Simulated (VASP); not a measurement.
## AgI: elastic constants with r2SCAN

The system is AgI.

```
CELL_PARAMETERS angstrom
0.00000 3.28866 3.28866
3.28866 0.00000 3.28866
3.28866 3.28866 0.00000
ATOMIC_POSITIONS crystal
Ag 0.00000 0.00000 0.00000
I 0.75000 0.75000 0.75000
```

```yaml
Program: VASP 6.6.1
Task: elastic constants
Functional: r2SCAN
Potentials_or_basis: VASP PAW PBE potentials, release 64 (Ag, I)
Cutoff: 550 eV
k_mesh: 8 × 8 × 8
Occupations: gaussian, width 0.01 eV
Spin: no spin polarisation
Dipole_correction: no
Ions_in_elastic_constants: relaxed
Further_INCAR_settings: ALGO = Normal; EDIFF = 1e-08; NBANDS = 16; IBRION = 6; POTIM = 0.015; NSW = 1; ISIF = 3
```

* Elastic constants C11, C12, C44: 32, 27, 8 GPa
* Voigt bulk modulus: 29 GPa
* Highest phonon frequency at Γ, LO-TO splitting left out: 95 cm⁻¹

Phonon frequencies in cm⁻¹ (negative: imaginary):
```
              q point     frequencies
(0.000, 0.000, 0.000)  0 0 0 95 95 95
```

Elastic tensor in Voigt notation (GPa, in the Cartesian axes of the cell as first typed):
```
32 27 27  0  0  0
27 32 27  0  0  0
27 27 32  0  0  0
 0  0  0  8  0  0
 0  0  0  0  8  0
 0  0  0  0  0  8
```

Clamped-ion elastic tensor (GPa):
```
32 27 27  0  0  0
27 32 27  0  0  0
27 27 32  0  0  0
 0  0  0 23  0  0
 0  0  0  0 23  0
 0  0  0  0  0 23
```

Run time: 15 min on 4 MPI ranks on Intel(R) Xeon(R) 6975P-C (Granite Rapids), with other jobs on the host, peak memory 0.49 GiB a rank.

Caveat: the PAW data sets were made with another functional, which shifts forces and pressure a little.
